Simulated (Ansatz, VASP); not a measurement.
# Zn: VASP beside Ansatz

```
Zn
1.0
     2.68833    0.00000    0.00000
    -1.34417    2.32816    0.00000
     0.00000    0.00000    4.78788
Zn
2
Direct
  0.33333 0.66667 0.25000
  0.66667 0.33333 0.75000
```

Alike in both runs: functional PBE; k mesh 17 × 17 × 9; occupations fermi-dirac, width 0.05 eV; no spin polarisation.

Ansatz relaxed the structure, and its values are those at the end. VASP's run is a single point on that final structure, the one shown.

```csv
,VASP,Ansatz
version,VASP 6.6.1,Ansatz 0.2.0
potentials or method,"VASP PAW PBE potentials, release 64 (Zn)","PAW with Ansatz's default frozen-core files, scalar-relativistic"
plane-wave cutoff (eV),520,420
valence electrons in the cell,24,24
```

|  | VASP | Ansatz | Ansatz less VASP |
| --- | --- | --- | --- |
| pressure (GPa) | 0.4 | 0.0 | -0.35 |
